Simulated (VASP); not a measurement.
# SnO (P4/nmm) in VASP: further runs

SnO is run at these levels: r2SCAN; tasks: single point.

Everything below comes from runs of VASP 6.6.1. Logs are shortened: lines on timing, memory, paths and dates and some standing lists are left out, and cuts for length are marked.

### Step 1. The cell of the first run

The structure is tetragonal, space group P4/nmm (No. 129). Conventional cell: a = 4.096 Å, b = 4.096 Å, c = 4.168 Å, α = 90.00°, β = 90.00°, γ = 90.00°. Within 3.0 Å of Sn (site symmetry 4mm) lie 4 O at 2.28 Å. O (site symmetry -4m2) has 4 Sn at 2.28 Å and 4 O at 2.90 Å within 3.0 Å.

### Step 2. Single point, r2SCAN

POSCAR reads:

```
SnO
1.0
    4.0955803458      0.0000000000      0.0000000000
    0.0000000000      4.0955803458      0.0000000000
    0.0000000000      0.0000000000      4.1675384644
Sn O
2 2
Direct
    0.0000000000      0.5000000000      0.2385000000
    0.5000000000      0.0000000000      0.7615000000
    0.0000000000      0.0000000000      0.0000000000
    0.5000000000      0.5000000000      0.0000000000
```

INCAR.step1 reads:

```
  PREC = Accurate
  ENCUT = 520
  ISMEAR = 0
  SIGMA = 0.03
  LREAL = F
  LASPH = T
  NELM = 80
  NBANDS = 28
  GGA = PE
  ALGO = Normal
  EDIFF = 1E-4
  LWAVE = T
  LCHARG = F
```

INCAR.step2 reads:

```
  PREC = Accurate
  ENCUT = 520
  EDIFF = 1E-6
  ISMEAR = 0
  SIGMA = 0.03
  LREAL = F
  LASPH = T
  NELM = 80
  ALGO = Normal
  ISIF = 2
  LWAVE = F
  LCHARG = F
  METAGGA = R2SCAN
  LMIXTAU = T
  NBANDS = 28
  ISTART = 1
```

KPOINTS reads:

```
regular mesh
0
Gamma
  10 10 8
```

Potentials or basis: VASP PAW PBE potentials, release 64 (Sn_d, O).

Command:

```console
$ cat potpaw_PBE.64/Sn_d/POTCAR potpaw_PBE.64/O/POTCAR > POTCAR
$ cp INCAR.step1 INCAR
$ mpirun -np 1 vasp_std > vasp.out
$ cp INCAR.step2 INCAR
$ mpirun -np 1 vasp_std > vasp.out
```

OUTCAR:

```text
PREC = Accurate
   ENCUT = 520
   EDIFF = 1E-6
   ISMEAR = 0
   LREAL = F
   LASPH = T
   NELM = 80
   ISIF = 2
   METAGGA = R2SCAN
   ISTART = 1

 ion  position               nearest neighbor table
   1  0.000  0.500  0.239-   3 2.28   4 2.28   3 2.28   4 2.28   2 3.51   2 3.51   2 3.51   2 3.51
                             2 3.62   2 3.62   2 3.62   2 3.62
   2  0.500  0.000  0.761-   3 2.28   4 2.28   4 2.28   3 2.28   1 3.51   1 3.51   1 3.51   1 3.51
                             1 3.62   1 3.62   1 3.62   1 3.62
   3  0.000  0.000  0.000-   1 2.28   2 2.28   1 2.28   2 2.28
   4  0.500  0.500  0.000-   1 2.28   2 2.28   2 2.28   1 2.28

  LATTYP: Found a simple tetragonal cell.
 ALAT       =     4.0955803458
 C/A-ratio  =     1.0175697001

  Lattice vectors:

 A1 = (   4.0955803458,   0.0000000000,   0.0000000000)
 A2 = (   0.0000000000,   4.0955803458,   0.0000000000)
 A3 = (   0.0000000000,   0.0000000000,   4.1675384644)

Analysis of symmetry for initial positions (statically):
=====================================================================
 Subroutine PRICEL returns:
 Original cell was already a primitive cell.

 Routine SETGRP: Setting up the symmetry group for a
 simple tetragonal supercell.

 Subroutine GETGRP returns: Found 16 space group operations
 (whereof  8 operations were pure point group operations)
 out of a pool of 16 trial point group operations.

The static configuration has the point symmetry D_2d.
 The point group associated with its full space group is D_4h.

Analysis of symmetry for dynamics (positions and initial velocities):
=====================================================================
 Subroutine PRICEL returns:
 Original cell was already a primitive cell.

 Routine SETGRP: Setting up the symmetry group for a
 simple tetragonal supercell.

 Subroutine GETGRP returns: Found 16 space group operations
 (whereof  8 operations were pure point group operations)
 out of a pool of 16 trial point group operations.

The dynamic configuration has the point symmetry D_2d.
 The point group associated with its full space group is D_4h.

 Subroutine INISYM returns: Found 16 space group operations
 (whereof  8 operations are pure point group operations),
 and found     1 'primitive' translations

----------------------------------------------------------------------------------------

                                     Primitive cell

  volume of cell :      69.9054

  direct lattice vectors                    reciprocal lattice vectors
     4.095580346  0.000000000  0.000000000     0.244165641  0.000000000  0.000000000
     0.000000000  4.095580346  0.000000000     0.000000000  0.244165641  0.000000000
     0.000000000  0.000000000  4.167538464     0.000000000  0.000000000  0.239949795

  length of vectors
     4.095580346  4.095580346  4.167538464     0.244165641  0.244165641  0.239949795

  position of ions in fractional coordinates (direct lattice)
     0.000000000  0.500000000  0.238500000
     0.500000000  0.000000000  0.761500000
     0.000000000  0.000000000  0.000000000
     0.500000000  0.500000000  0.000000000

  ion indices of the primitive-cell ions
   primitive index   ion index
                 1           1
                 2           2
                 3           3
                 4           4

----------------------------------------------------------------------------------------

 KPOINTS: regular mesh

Automatic generation of k-mesh.
 Grid dimensions read from file:
 generate k-points for:   10   10    8

 Generating k-lattice:

  Cartesian coordinates                     Fractional coordinates (reciprocal lattice)
     0.024416564  0.000000000  0.000000000     0.100000000  0.000000000  0.000000000
     0.000000000  0.024416564  0.000000000     0.000000000  0.100000000  0.000000000
     0.000000000  0.000000000  0.029993724     0.000000000  0.000000000  0.125000000

  Length of vectors
     0.024416564  0.024416564  0.029993724

  Shift w.r.t. Gamma in fractional coordinates (k-lattice)
     0.000000000  0.000000000  0.000000000

 Subroutine IBZKPT returns following result:
 ===========================================

 Found    105 irreducible k-points:

 Following reciprocal coordinates:
            Coordinates               Weight
  0.000000  0.000000  0.000000      1.000000
  0.100000  0.000000  0.000000      4.000000
  0.200000  0.000000  0.000000      4.000000
  0.300000  0.000000  0.000000      4.000000
  0.400000  0.000000  0.000000      4.000000
  0.500000  0.000000  0.000000      2.000000
[... 16 lines left out ...]
  0.100000  0.000000  0.125000      8.000000
  0.200000  0.000000  0.125000      8.000000
 [... further k-points ...]
   k-points           NKPTS =    105   k-points in BZ     NKDIM =    105   number of bands    NBANDS=     28
   number of dos      NEDOS =    301   number of ions     NIONS =      4
   total plane-waves  NPLWV =  28800
   dimension x,y,z NGX =    30 NGY =   30 NGZ =   32
   dimension x,y,z NGXF=    60 NGYF=   60 NGZF=   64
   ions per type =               2   2
   NGX,Y,Z   is equivalent  to a cutoff of  12.18, 12.18, 12.77 a.u.
   NGXF,Y,Z  is equivalent  to a cutoff of  24.35, 24.35, 25.53 a.u.
 SYSTEM =  unknown system
   PREC   = accura    normal or accurate (medium, high low for compatibility)
   ISTART =      1    job   : 0-new  1-cont  2-samecut
   ICHARG =      0    charge: 1-file 2-atom 10-const
   ISPIN  =      1    spin polarized calculation?
   LNONCOLLINEAR =      F non collinear calculations
   LSORBIT =      F    spin-orbit coupling
   LASPH  =      T    aspherical Exc in radial PAW
   ENCUT  =  520.0 eV  38.22 Ry    6.18 a.u.   7.62  7.62  7.75*2*pi/ulx,y,z
   NELM   =     80;   NELMIN=  2; NELMDL=  0     # of ELM steps
   EDIFF  = 0.1E-05   stopping-criterion for ELM
   LREAL  =      F    real-space projection
   EDIFFG = 0.1E-04   stopping-criterion for IOM
   NSW    =      0    number of steps for IOM
   IBRION =     -1    ionic relax: 0-MD 1-quasi-New 2-CG
   NFREE  =      0    steps in history (QN), initial steepest desc. (CG)
   ISIF   =      2    stress and relaxation
   ISYM   =      2    0-nonsym 1-usesym 2-fastsym
   POTIM  = 0.5000    time-step for ionic-motion
   TEBEG  =    0.0;   TEEND  =   0.0 temperature during run
   PSTRESS=    0.0 pullay stress
   NELECT =      40.0000    total number of electrons
   NUPDOWN=      -1.0000    fix difference up-down
   EMIN   =  10.00;   EMAX   =-10.00  energy-range for DOS
   EFERMI =   0.00;   METHOD = LEGACY
   ISMEAR =     0;   SIGMA  =   0.03  broadening in eV -4-tet -1-fermi 0-gaus
   EFERMI_NEDOS =   21; number of points for ismear=-14 and -15
   IALGO  =     38    algorithm
   IMIX   =      4    mixing-type and parameters
     AMIX     =   0.40;   BMIX     =  1.00
     AMIX_MAG =   1.60;   BMIX_MAG =  1.00
  volume/ion in A,a.u.               =      17.48       117.94
  Fermi-wavevector in a.u.,A,eV,Ry     =   1.359121  2.568365 25.132801  1.847209
  Thomas-Fermi vector in A             =   2.485896
   LORBIT       =      0    0 simple, 1 ext, 2 COOP (PROOUT), +10 PAW based schemes
   METAGGA = R2SCAN    functional components
   LHFCALC =     F    Hartree Fock is set to
   AEXX    =    0.0000 exact exchange contribution
   IVDW    =     0    specifies the selected vdW correction
   LEPSILON=     F    determine dielectric tensor
   LRPA    =     F    only Hartree local field effects (RPA)
 non-spin polarized calculation
 Gauss-broadening in eV      SIGMA  =   0.03
  energy-cutoff  :      520.00
  volume of cell :       69.91
 maximum number of plane-waves:      1900
   NGX = 15   NGY = 15   NGZ = 15

 number of electron      39.9999991 magnetization

 Free energy of the ion-electron system (eV)
  ---------------------------------------------------
  ext. energy  EPLUGINS =         0.00000000
  ---------------------------------------------------
  free energy    TOTEN  =       -66.43650952 eV

  energy without entropy =      -66.43650952  energy(sigma->0) =      -66.43650952

 E-fermi :   6.4509     XC(G=0): -11.0006

 val. band max:        6.2192189946   @ k =   0.2000   0.2000   0.0000
 cond. band min:       7.3515746663   @ k =   0.5000   0.5000   0.0000
 fundamental gap:      1.1323556716
 Fermi energy:         6.4508513224

 k-point     1 :       0.0000    0.0000    0.0000
  band No.  band energies     occupation
      1     -15.7906      2.00000
      2     -15.3213      2.00000
      3     -15.3213      2.00000
      4     -15.2922      2.00000
      5     -15.2912      2.00000
      6     -15.2797      2.00000
[... 20 lines left out ...]
     27      14.8506      0.00000
     28      14.8830      0.00000

 k-point     2 :       0.1000    0.0000    0.0000
  band No.  band energies     occupation
      1     -15.7802      2.00000
      2     -15.3187      2.00000
      3     -15.3181      2.00000
      4     -15.3101      2.00000
      5     -15.2883      2.00000
      6     -15.2788      2.00000
[... 20 lines left out ...]
     27      14.8751      0.00000
     28      15.3411      0.00000

 k-point     3 :       0.2000    0.0000    0.0000
  band No.  band energies     occupation
      1     -15.7505      2.00000
      2     -15.3617      2.00000
      3     -15.3114      2.00000
      4     -15.3083      2.00000
      5     -15.2799      2.00000
      6     -15.2760      2.00000
[... 20 lines left out ...]
     27      14.8790      0.00000
     28      16.4409      0.00000

 k-point     4 :       0.3000    0.0000    0.0000
  band No.  band energies     occupation
      1     -15.7051      2.00000
      2     -15.4325      2.00000
      3     -15.3002      2.00000
      4     -15.2929      2.00000
      5     -15.2721      2.00000
      6     -15.2674      2.00000
[... 578 lines left out ...]
     27      15.0629      0.00000
     28      15.1935      0.00000

 k-point    23 :       0.1000    0.0000    0.1250
  band No.  band energies     occupation
      1     -15.7759      2.00000
      2     -15.3251      2.00000
      3     -15.3172      2.00000
      4     -15.3100      2.00000
      5     -15.2773      2.00000
      6     -15.2743      2.00000
[... 20 lines left out ...]
     27      15.2647      0.00000
     28      15.5259      0.00000

 k-point    24 :       0.2000    0.0000    0.1250
  band No.  band energies     occupation
      1     -15.7475      2.00000
      2     -15.3720      2.00000
      3     -15.3141      2.00000
      4     -15.3025      2.00000
      5     -15.2733      2.00000
      6     -15.2695      2.00000
[... 20 lines left out ...]
     27      15.3903      0.00000
     28      16.5254      0.00000

 [... further k-points ...]
[... 5 lines left out ...]
  --------------------------------------------------------------------------------------
  -------------------------------------------------------------------------------------
  Total       -3.2247606     -3.2247606      2.2598226      0.0000000      0.0000000      0.0000000
  in kB      -73.9090362    -73.9090362     51.7933986      0.0000000      0.0000000      0.0000000
  external PRESSURE =     -32.0082246 kB  Pullay stress =       0.0000000 kB

 VOLUME and BASIS-vectors are now :
 -----------------------------------------------------------------------------
  energy-cutoff  :      520.00
  volume of cell :       69.91
      direct lattice vectors                 reciprocal lattice vectors
     4.095580346  0.000000000  0.000000000     0.244165641  0.000000000  0.000000000
     0.000000000  4.095580346  0.000000000     0.000000000  0.244165641  0.000000000
     0.000000000  0.000000000  4.167538464     0.000000000  0.000000000  0.239949795

 POSITION                                       TOTAL-FORCE (eV/Angst)
 -----------------------------------------------------------------------------------
      0.00000      2.04779      0.99396        -0.000000      0.000000      0.359476
      2.04779      0.00000      3.17358         0.000000      0.000000     -0.359476
      0.00000      0.00000      0.00000        -0.000000      0.000000      0.000000
      2.04779      2.04779      0.00000         0.000000     -0.000000      0.000000
 -----------------------------------------------------------------------------------
    total drift:                                0.000000      0.000000     -0.000000

  FREE ENERGIE OF THE ION-ELECTRON SYSTEM (eV)
  ---------------------------------------------------
  free  energy   TOTEN  =       -66.4365095230 eV

  energy  without entropy=      -66.4365095230  energy(sigma->0) =      -66.43650952
```

Run time: 5.8 min. Hardware: 1 thread of Intel Xeon Platinum 8488C (Sapphire Rapids), shared host; peak memory 0.29 GiB.

What came out:

```yaml
Free_energy: -66.4365 eV
Pressure: -3.2 GPa
Largest_force: 0.359 eV/Å
Band_gap_on_the_k_mesh: 1.13 eV (least direct gap 1.70 eV)
```

Forces on the atoms (eV/Å):
```
Sn   0.000  0.000  0.359
Sn   0.000  0.000 -0.359
O    0.000  0.000  0.000
O    0.000  0.000  0.000
```

Levels at points of the mesh, in eV from the valence-band top:
| k point | band 18 | band 19 | band 20 | band 21 | band 22 | band 23 |
| --- | --- | --- | --- | --- | --- | --- |
| (0.00, 0.00, 0.00) | -3.06 | -2.61 | -0.49 | 2.94 | 5.39 | 5.39 |
| (0.50, 0.00, 0.00) | -3.70 | -1.43 | -1.43 | 4.49 | 4.49 | 6.52 |
| (0.50, 0.50, 0.00) | -2.33 | -0.64 | -0.64 | 1.13 | 1.13 | 6.83 |
| (0.00, 0.00, 0.50) | -2.87 | -2.18 | -0.37 | 1.46 | 2.96 | 3.48 |
| (0.50, 0.00, 0.50) | -4.36 | -0.68 | -0.68 | 3.58 | 3.58 | 5.77 |
| (0.50, 0.50, 0.50) | -2.32 | -2.19 | -2.19 | 4.07 | 4.07 | 5.74 |

Caveat: the cell stands under tension; the PAW data sets were made with another functional, which shifts forces and pressure a little; spin-orbit coupling is left out, which moves the levels of the heavy elements. A k mesh can miss the band edges.

### Step 3. Single point, r2SCAN

This run uses another cell than the first one, of the same volume but with other edges.

POSCAR reads:

```
SnO
1.0
    3.4836217635      0.0000000000      0.0000000000
    0.0000000000      3.4836217635      0.0000000000
    0.0000000000      0.0000000000      5.7603454242
Sn O
2 2
Direct
    0.0000000000      0.5000000000      0.2385000000
    0.5000000000      0.0000000000      0.7615000000
    0.0000000000      0.0000000000      0.0000000000
    0.5000000000      0.5000000000      0.0000000000
```

INCAR.step1 reads:

```
PREC = Accurate
ENCUT = 520
ISMEAR = 0
SIGMA = 0.03
LREAL = F
LASPH = T
NELM = 80
NBANDS = 28
GGA = PE
ALGO = Normal
EDIFF = 1E-4
LWAVE = T
LCHARG = F
```

INCAR.step2 reads:

```
PREC = Accurate
ENCUT = 520
EDIFF = 1E-6
ISMEAR = 0
SIGMA = 0.03
LREAL = F
LASPH = T
NELM = 80
ALGO = Normal
ISIF = 2
LWAVE = F
LCHARG = T
METAGGA = R2SCAN
LMIXTAU = T
LELF = T
LVHAR = T
NBANDS = 28
ISTART = 1
```

KPOINTS reads:

```
Automatic mesh
0
Gamma
  10 10 8
```

Potentials or basis: VASP PAW PBE potentials, release 64 (Sn_d, O).

Command:

```console
$ cat potpaw_PBE.64/Sn_d/POTCAR potpaw_PBE.64/O/POTCAR > POTCAR
$ cp INCAR.step1 INCAR
$ mpirun -np 1 vasp_std > vasp.out
$ cp INCAR.step2 INCAR
$ mpirun -np 1 vasp_std > vasp.out
```

It took 7.3 min on 1 thread of Intel Xeon Platinum 8488C (Sapphire Rapids), shared host; peak memory 0.3 GiB.

Results (log left out):

* Free energy: -65.8642 eV
* Pressure: 3.9 GPa
* Largest force: 2.736 eV/Å
* Band gap on the k mesh: 0.39 eV (least direct gap 1.20 eV)

Forces on the atoms (eV/Å):
```
Sn   0.000  0.000 -2.736
Sn   0.000  0.000  2.736
O    0.000  0.000  0.000
O    0.000  0.000  0.000
```

Stress tensor (GPa, compression positive):
```
 13.89   0.00   0.00
  0.00  13.89   0.00
  0.00   0.00 -16.08
```

Levels at points of the mesh, in eV from the valence-band top:
| k point | band 18 | band 19 | band 20 | band 21 | band 22 | band 23 |
| --- | --- | --- | --- | --- | --- | --- |
| (0.00, 0.00, 0.00) | -1.49 | -1.49 | 0.00 | 3.70 | 5.77 | 6.09 |
| (0.50, 0.00, 0.00) | -3.67 | -2.84 | -2.84 | 2.64 | 2.64 | 7.41 |
| (0.50, 0.50, 0.00) | -1.89 | -0.81 | -0.81 | 0.39 | 0.39 | 4.38 |
| (0.00, 0.00, 0.50) | -3.06 | -1.51 | -1.51 | 4.55 | 4.55 | 4.86 |
| (0.50, 0.00, 0.50) | -3.67 | -2.02 | -2.02 | 1.58 | 1.58 | 7.39 |
| (0.50, 0.50, 0.50) | -2.21 | -0.81 | -0.81 | 2.46 | 2.46 | 2.95 |

Caveat: the cell stands under pressure; the PAW data sets were made with another functional, which shifts forces and pressure a little; spin-orbit coupling is left out, which moves the levels of the heavy elements.

### Step 4. Single point, r2SCAN

This run uses another cell than the first one, of the same volume but with other edges.

POSCAR reads:

```
SnO
1.0
    4.0136466639      0.0000000000      0.0000000000
    0.0000000000      4.0136466639      0.0000000000
    0.0000000000      0.0000000000      4.3394255593
Sn O
2 2
Direct
    0.0000000000      0.5000000000      0.2385000000
    0.5000000000      0.0000000000      0.7615000000
    0.0000000000      0.0000000000      0.0000000000
    0.5000000000      0.5000000000      0.0000000000
```

INCAR.step1 reads:

```
SYSTEM = SnO
PREC     = Accurate       ! precision mode
ENCUT    = 520            ! plane-wave cutoff, eV
ISMEAR   = 0              ! smearing method
SIGMA    = 0.03           ! smearing width, eV
LREAL    = .FALSE.        ! projectors in reciprocal space
LASPH    = .TRUE.         ! aspherical terms in the spheres
NELM     = 80             ! most SCF steps
NBANDS   = 28             ! bands
GGA      = PE             ! functional
ALGO     = Normal         ! electronic algorithm
EDIFF    = 1E-4           ! SCF threshold, eV
LWAVE    = .TRUE.         ! write WAVECAR
LCHARG   = .FALSE.        ! write CHGCAR
```

INCAR.step2 reads:

```
SYSTEM = SnO
PREC     = Accurate       ! precision mode
ENCUT    = 520            ! plane-wave cutoff, eV
EDIFF    = 1E-6           ! SCF threshold, eV
ISMEAR   = 0              ! smearing method
SIGMA    = 0.03           ! smearing width, eV
LREAL    = .FALSE.        ! projectors in reciprocal space
LASPH    = .TRUE.         ! aspherical terms in the spheres
NELM     = 80             ! most SCF steps
ALGO     = Normal         ! electronic algorithm
ISIF     = 2              ! what is computed and relaxed
LWAVE    = .FALSE.        ! write WAVECAR
LCHARG   = .FALSE.        ! write CHGCAR
METAGGA  = R2SCAN         ! meta-GGA
LMIXTAU  = .TRUE.       
NBANDS   = 28             ! bands
ISTART   = 1
```

KPOINTS reads:

```
Automatic mesh
0
G
  10 10 8
  0 0 0
```

Command:

```console
$ cat potpaw_PBE.64/Sn_d/POTCAR potpaw_PBE.64/O/POTCAR > POTCAR
$ cp INCAR.step1 INCAR
$ mpirun -np 1 vasp_std > vasp.out
$ cp INCAR.step2 INCAR
$ mpirun -np 1 vasp_std > vasp.out
```

It took 4.9 min on 1 thread of AMD EPYC 9R45 (Zen 5), shared host; peak memory 0.26 GiB.

Results (log left out):

* Free energy: -66.6399 eV
* Pressure: -2.2 GPa
* Largest force: 0.399 eV/Å
* Band gap on the k mesh: 0.96 eV (least direct gap 1.96 eV)

Forces on the atoms (eV/Å):
```
Sn   0.000  0.000  0.399
Sn   0.000  0.000 -0.399
O    0.000  0.000  0.000
O    0.000  0.000  0.000
```

Stress tensor (GPa, compression positive):
```
-5.59  0.00  0.00
 0.00 -5.59  0.00
 0.00  0.00  4.70
```

Levels at points of the mesh, in eV from the valence-band top:
| k point | band 18 | band 19 | band 20 | band 21 | band 22 | band 23 |
| --- | --- | --- | --- | --- | --- | --- |
| (0.00, 0.00, 0.00) | -3.18 | -2.92 | -0.23 | 2.77 | 5.29 | 5.29 |
| (0.50, 0.00, 0.00) | -4.13 | -1.80 | -1.80 | 4.39 | 4.39 | 6.50 |
| (0.50, 0.50, 0.00) | -2.47 | -1.00 | -1.00 | 0.96 | 0.96 | 6.33 |
| (0.00, 0.00, 0.50) | -3.10 | -2.26 | -0.84 | 1.63 | 3.28 | 3.42 |
| (0.50, 0.00, 0.50) | -4.58 | -0.95 | -0.95 | 3.59 | 3.59 | 5.79 |
| (0.50, 0.50, 0.50) | -2.47 | -2.31 | -2.31 | 3.68 | 3.68 | 5.58 |

Caveat: the PAW data sets were made with another functional, which shifts forces and pressure a little; spin-orbit coupling is left out, which moves the levels of the heavy elements. A k mesh can miss the band edges.

(Part 1 of 2 ends here.)
